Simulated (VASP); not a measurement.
# Sn (I4_1/amd) in VASP: settings compared, part 2 of 2

VASP 6.6.1. Earlier steps stand in the parts before.

## Step 3: Single point, r2SCAN (epitaxial xy strain +3.0%)

Contents of POSCAR:

```
Sn
1.0
    0.0000000000      3.3829935737      3.1897192813
    3.3829935737      0.0000000000      3.1897192813
    3.3829935737      3.3829935737      0.0000000000
Sn
2
Direct
    0.0000000000      0.0000000000      0.0000000000
    0.2500000000      0.2500000000      0.2500000000
```

Contents of INCAR.step1:

```
PREC     = Accurate       # precision mode
ENCUT    = 520            # plane-wave cutoff, eV
ISMEAR   = -1             # smearing method
SIGMA    = 0.02           # smearing width, eV
LREAL    = False          # projectors in reciprocal space
LASPH    = True           # aspherical terms in the spheres
NELM     = 100            # most SCF steps
NBANDS   = 21             # bands
GGA      = PE             # functional
ALGO     = Normal         # electronic algorithm
EDIFF    = 1E-4           # SCF threshold, eV
LWAVE    = True           # write WAVECAR
LCHARG   = False          # write CHGCAR
```

Contents of INCAR.step2:

```
PREC     = Accurate       # precision mode
ENCUT    = 520            # plane-wave cutoff, eV
EDIFF    = 1E-7           # SCF threshold, eV
ISMEAR   = -1             # smearing method
SIGMA    = 0.02           # smearing width, eV
LREAL    = False          # projectors in reciprocal space
LASPH    = True           # aspherical terms in the spheres
NELM     = 100            # most SCF steps
ALGO     = Normal         # electronic algorithm
ISIF     = 2              # what is computed and relaxed
LWAVE    = False          # write WAVECAR
LCHARG   = True           # write CHGCAR
METAGGA  = R2SCAN         # meta-GGA
LMIXTAU  = True         
LELF     = True           # ELF
LVHAR    = True         
NBANDS   = 21             # bands
ISTART   = 1
```

Contents of KPOINTS:

```
Automatic mesh
0
Gamma
  6 6 6
```

Potentials or basis: VASP PAW PBE potentials, release 64 (Sn_d).

The run is started by

```console
cat potpaw_PBE.64/Sn_d/POTCAR > POTCAR
cp INCAR.step1 INCAR
mpirun -np 1 vasp_std > vasp.out
cp INCAR.step2 INCAR
mpirun -np 1 vasp_std > vasp.out
```

OUTCAR:

```text
PREC = Accurate
   ENCUT = 520
   EDIFF = 1E-7
   ISMEAR = -1
   LREAL = False
   LASPH = True
   NELM = 100
   ISIF = 2
   METAGGA = R2SCAN
   ISTART = 1

 ion  position               nearest neighbor table
   1  0.000  0.000  0.000-   2 2.88   2 2.88   2 2.88   2 2.88
   2  0.250  0.250  0.250-   1 2.88   1 2.88   1 2.88   1 2.88

  LATTYP: Found a body centered tetragonal cell.
 ALAT       =     4.7842753933
 C/A-ratio  =     1.3334179239

  Lattice vectors:

 A1 = (   0.0000000000,  -3.3829935737,  -3.1897192813)
 A2 = (   0.0000000000,   3.3829935737,  -3.1897192813)
 A3 = (   3.3829935737,   0.0000000000,   3.1897192813)

Analysis of symmetry for initial positions (statically):
=====================================================================
 Subroutine PRICEL returns:
 Original cell was already a primitive cell.

 Routine SETGRP: Setting up the symmetry group for a
 body centered tetragonal supercell.

 Subroutine GETGRP returns: Found 16 space group operations
 (whereof  8 operations were pure point group operations)
 out of a pool of 16 trial point group operations.

The static configuration has the point symmetry D_2d.
 The point group associated with its full space group is D_4h.

Analysis of symmetry for dynamics (positions and initial velocities):
=====================================================================
 Subroutine PRICEL returns:
 Original cell was already a primitive cell.

 Routine SETGRP: Setting up the symmetry group for a
 body centered tetragonal supercell.

 Subroutine GETGRP returns: Found 16 space group operations
 (whereof  8 operations were pure point group operations)
 out of a pool of 16 trial point group operations.

The dynamic configuration has the point symmetry D_2d.
 The point group associated with its full space group is D_4h.

 Subroutine INISYM returns: Found 16 space group operations
 (whereof  8 operations are pure point group operations),
 and found     1 'primitive' translations

----------------------------------------------------------------------------------------

                                     Primitive cell

  volume of cell :      73.0104

  direct lattice vectors                    reciprocal lattice vectors
     0.000000000  3.382993574  3.189719281    -0.147798093  0.147798093  0.156753606
     3.382993574  0.000000000  3.189719281     0.147798093 -0.147798093  0.156753606
     3.382993574  3.382993574  0.000000000     0.147798093  0.147798093 -0.156753606

  length of vectors
     4.649618760  4.649618760  4.784275393     0.261266618  0.261266618  0.261266618

  position of ions in fractional coordinates (direct lattice)
     0.000000000  0.000000000  0.000000000
     0.250000000  0.250000000  0.250000000

  ion indices of the primitive-cell ions
   primitive index   ion index
                 1           1
                 2           2

----------------------------------------------------------------------------------------

 KPOINTS: Automatic mesh

Automatic generation of k-mesh.
 Grid dimensions read from file:
 generate k-points for:    6    6    6

 Generating k-lattice:

  Cartesian coordinates                     Fractional coordinates (reciprocal lattice)
    -0.024633016  0.024633016  0.026125601     0.166666667  0.000000000  0.000000000
     0.024633016 -0.024633016  0.026125601     0.000000000  0.166666667  0.000000000
     0.024633016  0.024633016 -0.026125601     0.000000000  0.000000000  0.166666667

  Length of vectors
     0.043544436  0.043544436  0.043544436

  Shift w.r.t. Gamma in fractional coordinates (k-lattice)
     0.000000000  0.000000000  0.000000000

 Subroutine IBZKPT returns following result:
 ===========================================

 Found     30 irreducible k-points:

 Following reciprocal coordinates:
            Coordinates               Weight
  0.000000  0.000000  0.000000      1.000000
  0.166667  0.000000  0.000000      8.000000
  0.333333  0.000000  0.000000      8.000000
  0.500000  0.000000  0.000000      4.000000
  0.166667  0.166667  0.000000      2.000000
  0.333333  0.166667  0.000000      8.000000
[... 16 lines left out ...]
  0.333333  0.000000  0.333333      4.000000
  0.500000 -0.000000  0.333333     16.000000
 [... further k-points ...]
   k-points           NKPTS =     30   k-points in BZ     NKDIM =     30   number of bands    NBANDS=     21
   number of dos      NEDOS =    301   number of ions     NIONS =      2
   total plane-waves  NPLWV =  46656
   dimension x,y,z NGX =    36 NGY =   36 NGZ =   36
   dimension x,y,z NGXF=    72 NGYF=   72 NGZF=   72
   ions per type =               2
   NGX,Y,Z   is equivalent  to a cutoff of  12.87, 12.87, 12.51 a.u.
   NGXF,Y,Z  is equivalent  to a cutoff of  25.74, 25.74, 25.02 a.u.
 SYSTEM =  unknown system
   PREC   = accura    normal or accurate (medium, high low for compatibility)
   ISTART =      1    job   : 0-new  1-cont  2-samecut
   ICHARG =      0    charge: 1-file 2-atom 10-const
   ISPIN  =      1    spin polarized calculation?
   LNONCOLLINEAR =      F non collinear calculations
   LSORBIT =      F    spin-orbit coupling
   LASPH  =      T    aspherical Exc in radial PAW
   ENCUT  =  520.0 eV  38.22 Ry    6.18 a.u.   8.65  8.65  8.90*2*pi/ulx,y,z
   NELM   =    100;   NELMIN=  2; NELMDL=  0     # of ELM steps
   EDIFF  = 0.1E-06   stopping-criterion for ELM
   LREAL  =      F    real-space projection
   EDIFFG = 0.1E-05   stopping-criterion for IOM
   NSW    =      0    number of steps for IOM
   IBRION =     -1    ionic relax: 0-MD 1-quasi-New 2-CG
   NFREE  =      0    steps in history (QN), initial steepest desc. (CG)
   ISIF   =      2    stress and relaxation
   ISYM   =      2    0-nonsym 1-usesym 2-fastsym
   POTIM  = 0.5000    time-step for ionic-motion
   TEBEG  =    0.0;   TEEND  =   0.0 temperature during run
   PSTRESS=    0.0 pullay stress
   NELECT =      28.0000    total number of electrons
   NUPDOWN=      -1.0000    fix difference up-down
   EMIN   =  10.00;   EMAX   =-10.00  energy-range for DOS
   EFERMI =   0.00;   METHOD = LEGACY
   ISMEAR =    -1;   SIGMA  =   0.02  broadening in eV -4-tet -1-fermi 0-gaus
   EFERMI_NEDOS =   21; number of points for ismear=-14 and -15
   IALGO  =     38    algorithm
   IMIX   =      4    mixing-type and parameters
     AMIX     =   0.40;   BMIX     =  1.00
     AMIX_MAG =   1.60;   BMIX_MAG =  1.00
  volume/ion in A,a.u.               =      36.51       246.35
  Fermi-wavevector in a.u.,A,eV,Ry     =   1.189413  2.247664 19.248197  1.414703
  Thomas-Fermi vector in A             =   2.325521
   LORBIT       =      0    0 simple, 1 ext, 2 COOP (PROOUT), +10 PAW based schemes
   METAGGA = R2SCAN    functional components
   LHFCALC =     F    Hartree Fock is set to
   AEXX    =    0.0000 exact exchange contribution
   IVDW    =     0    specifies the selected vdW correction
   LEPSILON=     F    determine dielectric tensor
   LRPA    =     F    only Hartree local field effects (RPA)
 non-spin polarized calculation
  energy-cutoff  :      520.00
  volume of cell :       73.01
 maximum number of plane-waves:      2000
 NGX is ok and might be reduce to    36
   NGX = 17   NGY = 17   NGZ = 17

 number of electron      28.0000002 magnetization

 Free energy of the ion-electron system (eV)
  ---------------------------------------------------
  ext. energy  EPLUGINS =         0.00000000
  ---------------------------------------------------
  free energy    TOTEN  =       -49.43879091 eV

  energy without entropy =      -49.43840818  energy(sigma->0) =      -49.43859955

 E-fermi :   4.8158     XC(G=0):  -9.2792

 val. band max:        4.7837949097   @ k =   0.0000   0.0000   0.0000
 cond. band min:       4.8635646211   @ k =   0.5000   0.0000   0.0000
 fundamental gap:      0.0797697114
 Fermi energy:         4.8157975261

 k-point     1 :       0.0000    0.0000    0.0000
  band No.  band energies     occupation
      1     -17.3889      2.00000
      2     -17.3681      2.00000
      3     -17.3681      2.00000
      4     -17.3208      2.00000
      5     -17.3146      2.00000
      6     -17.0595      2.00000
[... 13 lines left out ...]
     20      12.5700      0.00000
     21      13.3196      0.00000
[... 529 lines left out ...]
 k-point    24 :       0.5000   -0.0000    0.3333
  band No.  band energies     occupation
      1     -17.4356      2.00000
      2     -17.4238      2.00000
      3     -17.3263      2.00000
      4     -17.2459      2.00000
      5     -17.2137      2.00000
      6     -17.1547      2.00000
[... 13 lines left out ...]
     20      14.2789      0.00000
     21      14.7402      0.00000

 [... further k-points ...]

------------------------ aborting loop because EDIFF is reached ----------------------------------------

  FORCE on cell =-STRESS in cart. coord.  units (eV):
  Direction    XX          YY          ZZ          XY          YZ          ZX
  --------------------------------------------------------------------------------------
  -------------------------------------------------------------------------------------
  Total       -0.8613753     -0.8613753     -0.0073072      0.0000000      0.0000000      0.0000000
  in kB      -18.9024531    -18.9024531     -0.1603539      0.0000000      0.0000000      0.0000000
  external PRESSURE =     -12.6550867 kB  Pullay stress =       0.0000000 kB

 VOLUME and BASIS-vectors are now :
 -----------------------------------------------------------------------------
  energy-cutoff  :      520.00
  volume of cell :       73.01
      direct lattice vectors                 reciprocal lattice vectors
     0.000000000  3.382993574  3.189719281    -0.147798093  0.147798093  0.156753606
     3.382993574  0.000000000  3.189719281     0.147798093 -0.147798093  0.156753606
     3.382993574  3.382993574  0.000000000     0.147798093  0.147798093 -0.156753606

 POSITION                                       TOTAL-FORCE (eV/Angst)
 -----------------------------------------------------------------------------------
      0.00000      0.00000      0.00000         0.000000      0.000000      0.000000
      1.69150      1.69150      1.59486        -0.000000     -0.000000     -0.000000
 -----------------------------------------------------------------------------------
    total drift:                                0.000000      0.000000      0.000000

  FREE ENERGIE OF THE ION-ELECTRON SYSTEM (eV)
  ---------------------------------------------------
  free  energy   TOTEN  =       -49.4387909101 eV

  energy  without entropy=      -49.4384081836  energy(sigma->0) =      -49.43859955
```

Run time: 2.6 min. Hardware: 1 thread of AMD EPYC 9R45 (Zen 5), shared host; peak memory 0.19 GiB.

What came out:

| Property | Result |
| --- | --- |
| Free energy | -49.4388 eV |
| Pressure | -1.3 GPa |

Caveat: the cell differs from its parent crystal (epitaxial xy strain +3.0%); the PAW data sets were made with another functional, which shifts forces and pressure a little; spin-orbit coupling is left out, which moves the levels of the heavy elements.
